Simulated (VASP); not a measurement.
## Be5ZnSe6: relaxation of cell and atoms with PBE

Crystal: Be5ZnSe6.

```
CELL_PARAMETERS angstrom
3.72436 0.00000 0.00000
-1.86218 3.22539 0.00000
0.00000 0.00000 18.32144
ATOMIC_POSITIONS crystal
Be 0.00000 0.00000 0.00450
Be 0.33333 0.66667 0.84266
Be 0.00000 0.00000 0.49083
Be 0.33333 0.66667 0.32870
Be 0.66667 0.33333 0.16661
Zn 0.66667 0.33333 0.66414
Se 0.00000 0.00000 0.88213
Se 0.33333 0.66667 0.72095
Se 0.66667 0.33333 0.53030
Se 0.00000 0.00000 0.36850
Se 0.33333 0.66667 0.20638
Se 0.66667 0.33333 0.04429
```

* Program: VASP 6.6.1
* Task: relaxation of cell and atoms
* Functional: PBE
* Potentials or basis: VASP PAW PBE potentials, release 64 (Be, Zn, Se)
* Cutoff: 600 eV
* k mesh: 12 × 12 × 2
* Occupations: gaussian, width 0.02 eV
* Spin: no spin polarisation
* Dipole correction: no
* Further INCAR settings: ALGO = Normal; EDIFF = 1e-06; IBRION = 2; EDIFFG = -0.01; NSW = 100; ISIF = 3

The relaxed volume is 18.39 Å³/atom. The relaxed cell is a = 3.728 Å, b = 3.728 Å, c = 18.340 Å, α = 90.00°, β = 90.00°, γ = 120.00° and the space group after relaxing (to 0.1 Å) is P3m1 (No. 156). The energy gained by relaxing is 0.0 meV/atom and the ionic steps are 4. The pressure after relaxing is 0.0 GPa and the largest force after relaxing is 0.005 eV/Å. The band gap on the k mesh is 2.12 eV (least direct gap 2.80 eV).

Forces in eV/Å, atoms in the order of the input:
```
Be   0.000  0.000  0.000
Be   0.000  0.000  0.001
Be   0.000  0.000 -0.005
Be   0.000  0.000 -0.004
Be   0.000  0.000 -0.002
Zn   0.000  0.000  0.004
Se   0.000  0.000  0.003
Se   0.000  0.000  0.005
Se   0.000  0.000 -0.002
Se   0.000  0.000 -0.002
Se   0.000  0.000  0.000
Se   0.000  0.000  0.001
```

The path:
| step | energy change (eV) | largest force (eV/Å) | pressure (GPa) | volume (Å³) |
| --- | --- | --- | --- | --- |
| 1 | 0.0000 | 0.0276 | 0.20 | 220.09 |
| 2 | -0.0004 | 0.0108 | -0.03 | 220.80 |
| 3 | -0.0004 | 0.0110 | -0.01 | 220.73 |
| 4 | -0.0005 | 0.0054 | 0.00 | 220.71 |

Final structure:
```yaml
crystal:
  lattice:
    - [3.72772, 0.00000, 0.00000]
    - [-1.86386, 3.22830, 0.00000]
    - [0.00000, 0.00000, 18.34009]
  atoms:
    - { symbol: Be, position: [0.00000, 0.00000, 0.00446] }
    - { symbol: Be, position: [0.33333, 0.66667, 0.84262] }
    - { symbol: Be, position: [0.00000, 0.00000, 0.49083] }
    - { symbol: Be, position: [0.33333, 0.66667, 0.32864] }
    - { symbol: Be, position: [0.66667, 0.33333, 0.16656] }
    - { symbol: Zn, position: [0.66667, 0.33333, 0.66419] }
    - { symbol: Se, position: [0.00000, 0.00000, 0.88219] }
    - { symbol: Se, position: [0.33333, 0.66667, 0.72103] }
    - { symbol: Se, position: [0.66667, 0.33333, 0.53021] }
    - { symbol: Se, position: [0.00000, 0.00000, 0.36850] }
    - { symbol: Se, position: [0.33333, 0.66667, 0.20643] }
    - { symbol: Se, position: [0.66667, 0.33333, 0.04434] }
```

Levels at points of the mesh, in eV from the valence-band top:
```csv
k point,band 26,band 27,band 28,band 29,band 30,band 31,band 32,band 33
"(0.00, 0.00, 0.00)",-0.80,-0.59,0.00,0.00,2.80,3.38,3.47,3.53
"(0.50, 0.00, 0.00)",-2.12,-1.84,-1.56,-1.15,2.12,2.84,2.99,3.22
"(0.00, 0.00, 0.50)",-0.77,-0.77,0.00,0.00,3.02,3.38,3.45,3.54
"(0.50, 0.00, 0.50)",-1.93,-1.90,-1.76,-1.17,2.34,2.47,3.28,3.39
```

Run time: 12 min on 1 thread of AMD EPYC 9755 128-Core Processor, with other jobs on the host, peak memory 0.57 GiB.

A k mesh can miss the band edges.
